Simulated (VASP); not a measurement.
# SiC (Cm) in VASP: a series of runs, part 3 of 3

VASP 6.6.1. The steps go on from the part before.

### Step 5. Single point, PBE (the part above a cut slid along it)

Input file INCAR:

```
PREC = Accurate ; ENCUT = 520
EDIFF = 1E-6 ; ISMEAR = 0
SIGMA = 0.05 ; LREAL = False
LASPH = True ; NELM = 80
ALGO = Normal ; ISIF = 2
LWAVE = False ; LCHARG = False
GGA = PE ; NBANDS = 26
```

Input file KPOINTS:

```
Automatic mesh
0
Gamma
  10 10 3
```

Input file POSCAR:

```
SiC
1.0
   -3.0759982064      0.0000000000      0.0000000000
   -1.5379991032     -2.6638925888      0.0000000000
   -0.3843459759     -0.2219022526     10.0960000000
Si C
4 4
Direct
    0.2788759583      0.2788759583      0.6537500000
    0.3205259583      0.3205259583      0.1537500000
    0.5913842917      0.5913842917      0.9037500000
    0.6330342917      0.6330342917      0.4037500000
    0.2628407083      0.2628407083      0.8462500000
    0.3044907083      0.3044907083      0.3462500000
    0.6586490417      0.6586490417      0.0962500000
    0.6169990417      0.6169990417      0.5962500000
```

Potentials or basis: VASP PAW PBE potentials, release 64 (Si, C).

Command:

```sh
$ cat potpaw_PBE.64/Si/POTCAR potpaw_PBE.64/C/POTCAR > POTCAR
$ mpirun -np 1 vasp_std > vasp.out
```

OUTCAR:

```text
PREC = Accurate
   ENCUT = 520
   EDIFF = 1E-6
   ISMEAR = 0
   LREAL = False
   LASPH = True
   NELM = 80
   ISIF = 2
   GGA = PE

 ion  position               nearest neighbor table
   1  0.279  0.279  0.654-   8 1.87   8 1.87   8 1.87   5 1.94   3 3.09   4 3.09   4 3.09   3 3.09
                             3 3.09   4 3.09
   2  0.321  0.321  0.154-   7 1.87   7 1.87   7 1.87   6 1.94   3 2.85   4 3.09   4 3.09   4 3.09

   3  0.591  0.591  0.904-   5 1.87   5 1.87   5 1.87   7 1.99   2 2.85   1 3.09   1 3.09   1 3.09

   4  0.633  0.633  0.404-   6 1.87   6 1.87   6 1.87   8 1.94   2 3.09   1 3.09   1 3.09   2 3.09
                             2 3.09   1 3.09
   5  0.263  0.263  0.846-   3 1.87   3 1.87   3 1.87   1 1.94
   6  0.304  0.304  0.346-   4 1.87   4 1.87   4 1.87   2 1.94
   7  0.659  0.659  0.096-   2 1.87   2 1.87   2 1.87   3 1.99
   8  0.617  0.617  0.596-   1 1.87   1 1.87   1 1.87   4 1.94

  LATTYP: Found a base centered monoclinic cell.
 ALAT       =     5.3277851775
 B/A-ratio  =     0.5773502692
 C/A-ratio  =     1.8968012851
 COS(beta)  =    -0.0439160394

  Lattice vectors:

 A1 = (   3.0759982064,   0.0000000000,   0.0000000000)
 A2 = (   1.5379991032,   2.6638925888,   0.0000000000)
 A3 = (  -0.3843459759,  -0.2219022526,  10.0960000000)

Analysis of symmetry for initial positions (statically):
=====================================================================
 Subroutine PRICEL returns:
 Original cell was already a primitive cell.

 Routine SETGRP: Setting up the symmetry group for a
 base centered monoclinic supercell.

 Subroutine GETGRP returns: Found  2 space group operations
 (whereof  2 operations were pure point group operations)
 out of a pool of  4 trial point group operations.

The static configuration has the point symmetry C_1h.

Analysis of symmetry for dynamics (positions and initial velocities):
=====================================================================
 Subroutine PRICEL returns:
 Original cell was already a primitive cell.

 Routine SETGRP: Setting up the symmetry group for a
 base centered monoclinic supercell.

 Subroutine GETGRP returns: Found  2 space group operations
 (whereof  2 operations were pure point group operations)
 out of a pool of  4 trial point group operations.

The dynamic configuration has the point symmetry C_1h.

 Subroutine INISYM returns: Found  2 space group operations
 (whereof  2 operations are pure point group operations),
 and found     1 'primitive' translations

----------------------------------------------------------------------------------------

                                     Primitive cell

  volume of cell :      82.7279

  direct lattice vectors                    reciprocal lattice vectors
    -3.075998206  0.000000000  0.000000000    -0.325097719  0.187695255 -0.008250792
    -1.537999103 -2.663892589  0.000000000     0.000000000 -0.375390511 -0.008250792
    -0.384345976 -0.221902253 10.096000000     0.000000000  0.000000000  0.099049128

  length of vectors
     3.075998206  3.075998206 10.105749771     0.375481173  0.375481173  0.099049128

[... 51 lines left out ...]
  0.200000  0.000000  0.000000      4.000000
  0.300000  0.000000 -0.000000      4.000000
  0.400000  0.000000  0.000000      4.000000
  0.500000  0.000000 -0.000000      2.000000
[... 16 lines left out ...]
  0.300000  0.300000 -0.000000      2.000000
  0.400000  0.300000  0.000000      4.000000
 [... further k-points ...]
   k-points           NKPTS =     86   k-points in BZ     NKDIM =     86   number of bands    NBANDS=     26
   number of dos      NEDOS =    301   number of ions     NIONS =      8
   total plane-waves  NPLWV =  46080
   dimension x,y,z NGX =    24 NGY =   24 NGZ =   80
   dimension x,y,z NGXF=    48 NGYF=   48 NGZF=  160
   ions per type =               4   4
   NGX,Y,Z   is equivalent  to a cutoff of  12.97, 12.97, 13.16 a.u.
   NGXF,Y,Z  is equivalent  to a cutoff of  25.94, 25.94, 26.32 a.u.
 SYSTEM =  unknown system
   PREC   = accura    normal or accurate (medium, high low for compatibility)
   ISTART =      0    job   : 0-new  1-cont  2-samecut
   ICHARG =      2    charge: 1-file 2-atom 10-const
   ISPIN  =      1    spin polarized calculation?
   LNONCOLLINEAR =      F non collinear calculations
   LSORBIT =      F    spin-orbit coupling
   LASPH  =      T    aspherical Exc in radial PAW
   ENCUT  =  520.0 eV  38.22 Ry    6.18 a.u.   5.72  5.72 18.79*2*pi/ulx,y,z
   NELM   =     80;   NELMIN=  2; NELMDL= -5     # of ELM steps
   EDIFF  = 0.1E-05   stopping-criterion for ELM
   LREAL  =      F    real-space projection
   EDIFFG = 0.1E-04   stopping-criterion for IOM
   NSW    =      0    number of steps for IOM
   IBRION =     -1    ionic relax: 0-MD 1-quasi-New 2-CG
   NFREE  =      0    steps in history (QN), initial steepest desc. (CG)
   ISIF   =      2    stress and relaxation
   ISYM   =      2    0-nonsym 1-usesym 2-fastsym
   POTIM  = 0.5000    time-step for ionic-motion
   TEBEG  =    0.0;   TEEND  =   0.0 temperature during run
   PSTRESS=    0.0 pullay stress
   NELECT =      32.0000    total number of electrons
   NUPDOWN=      -1.0000    fix difference up-down
   EMIN   =  10.00;   EMAX   =-10.00  energy-range for DOS
   EFERMI =   0.00;   METHOD = LEGACY
   ISMEAR =     0;   SIGMA  =   0.05  broadening in eV -4-tet -1-fermi 0-gaus
   EFERMI_NEDOS =   21; number of points for ismear=-14 and -15
   IALGO  =     38    algorithm
   IMIX   =      4    mixing-type and parameters
     AMIX     =   0.40;   BMIX     =  1.00
     AMIX_MAG =   1.60;   BMIX_MAG =  1.00
  volume/ion in A,a.u.               =      10.34        69.78
  Fermi-wavevector in a.u.,A,eV,Ry     =   1.192818  2.254099 19.358564  1.422814
  Thomas-Fermi vector in A             =   2.328847
   LORBIT       =      0    0 simple, 1 ext, 2 COOP (PROOUT), +10 PAW based schemes
   GGA     = PE    functional components
   LHFCALC =     F    Hartree Fock is set to
   AEXX    =    0.0000 exact exchange contribution
   IVDW    =     0    specifies the selected vdW correction
   LEPSILON=     F    determine dielectric tensor
   LRPA    =     F    only Hartree local field effects (RPA)
 non-spin polarized calculation
 Gauss-broadening in eV      SIGMA  =   0.05
  energy-cutoff  :      520.00
  volume of cell :       82.73
 maximum number of plane-waves:      2244
   NGX = 11   NGY = 11   NGZ = 37

 number of electron      31.9999999 magnetization

 Free energy of the ion-electron system (eV)
  ---------------------------------------------------
  ext. energy  EPLUGINS =         0.00000000
  ---------------------------------------------------
  free energy    TOTEN  =       -59.84915741 eV

  energy without entropy =      -59.84915741  energy(sigma->0) =      -59.84915741

 E-fermi :   8.7978     XC(G=0): -11.3570

 val. band max:        8.5494069637   @ k =   0.0000   0.0000   0.0000
 cond. band min:      10.7863455587   @ k =   0.5000   0.5000   0.3333
 fundamental gap:      2.2369385950
 Fermi energy:         8.7977559870

 k-point     1 :       0.0000    0.0000    0.0000
  band No.  band energies     occupation
      1      -7.3107      2.00000
      2      -6.1316      2.00000
      3      -6.1130      2.00000
      4      -3.8120      2.00000
      5      -0.2591      2.00000
      6       3.9449      2.00000
[... 685 lines left out ...]
     25      16.9900      0.00000
     26      17.6781      0.00000

 [... further k-points ...]

------------------------ aborting loop because EDIFF is reached ----------------------------------------

  FORCE on cell =-STRESS in cart. coord.  units (eV):
  Direction    XX          YY          ZZ          XY          YZ          ZX
  --------------------------------------------------------------------------------------
  -------------------------------------------------------------------------------------
  Total        2.0087386      2.8137387      0.3747675     -0.6971506      1.4654337      2.5382057
  in kB       38.9028908     54.4931884      7.2580563    -13.5015938     28.3807996     49.1569887
  external PRESSURE =      33.5513785 kB  Pullay stress =       0.0000000 kB

 VOLUME and BASIS-vectors are now :
 -----------------------------------------------------------------------------
  energy-cutoff  :      520.00
  volume of cell :       82.73
      direct lattice vectors                 reciprocal lattice vectors
    -3.075998206  0.000000000  0.000000000    -0.325097719  0.187695255 -0.008250792
    -1.537999103 -2.663892589  0.000000000     0.000000000 -0.375390511 -0.008250792
    -0.384345976 -0.221902253 10.096000000     0.000000000  0.000000000  0.099049128

 POSITION                                       TOTAL-FORCE (eV/Angst)
 -----------------------------------------------------------------------------------
     -1.53800     -0.88796      6.60026        -0.055815     -0.032225      0.698468
     -1.53800     -0.88796      1.55226         0.159702      0.092204      0.819448
     -3.07600     -1.77593      9.12426        -1.064370     -0.614514      0.847225
     -3.07600     -1.77593      4.07626         0.010784      0.006226      0.710464
     -1.53800     -0.88796      8.54374         0.051513      0.029741     -0.779702
     -1.53800     -0.88796      3.49574         0.070336      0.040608     -0.697853
     -3.07600     -1.77593      0.97174         0.827884      0.477979     -0.875390
     -3.07600     -1.77593      6.01974        -0.000033     -0.000019     -0.722659
 -----------------------------------------------------------------------------------
    total drift:                               -0.000178     -0.000103      0.000643

  FREE ENERGIE OF THE ION-ELECTRON SYSTEM (eV)
  ---------------------------------------------------
  free  energy   TOTEN  =       -59.8491574052 eV

  energy  without entropy=      -59.8491574052  energy(sigma->0) =      -59.84915741
```

Wall time 2.1 min (1 thread of Intel Xeon Platinum 8375C at 2.90GHz (Ice Lake), shared host); peak memory 0.28 GiB.

What came out:

| Property | Result |
| --- | --- |
| Free energy | -59.8492 eV |
| Pressure | 3.4 GPa |
| Largest force | 1.493 eV/Å |
| Band gap on the k mesh | 2.24 eV (least direct gap 3.88 eV) |

Forces on the atoms (eV/Å):
```
Si  -0.056 -0.032  0.698
Si   0.160  0.092  0.819
Si  -1.064 -0.615  0.847
Si   0.011  0.006  0.710
C    0.052  0.030 -0.780
C    0.070  0.041 -0.698
C    0.828  0.478 -0.875
C    0.000  0.000 -0.723
```

Caveat: the cell differs from its parent crystal (the part above a cut slid along it); the cell stands under pressure; forces of over 1 eV/Å act on the atoms, so gaps and moduli don't describe the material at rest.

### Step 6. Summary

```tsv
cell	gap on the mesh (eV)	pressure (GPa)	largest force (eV/Å)
a = 3.076, b = 3.076, c = 10.135 Å, angles 85.6, 85.6, 60.0°, 8 atoms	1.08	2.8	2.10
a = 3.076, b = 3.076, c = 10.442 Å, angles 77.2, 77.2, 60.0°, 8 atoms	0.29	2.6	1.47
a = 3.076, b = 3.076, c = 11.029 Å, angles 69.6, 69.6, 60.0°, 8 atoms	1.72	3.2	2.36
a = 3.076, b = 3.076, c = 10.106 Å, angles 87.8, 87.8, 60.0°, 8 atoms	2.24	3.4	1.49
```

Alike in all rows: task single point; level PBE; potentials or basis VASP PAW PBE potentials, release 64 (Si, C); no spin polarisation; k mesh 10 × 10 × 3; cutoff (eV) 520; smearing gaussian 0.05 eV.

Caveats: forces of over 1 eV/Å act on the atoms, so gaps and moduli don't describe the material at rest; the cell stands under pressure (at least some runs); the stress differs along the axes, from -2 to 6 GPa (at least some runs); semilocal functionals underestimate gaps, and a narrow one can read as zero (at least some runs).

Absolute energies hang on the potentials; compare differences alone.
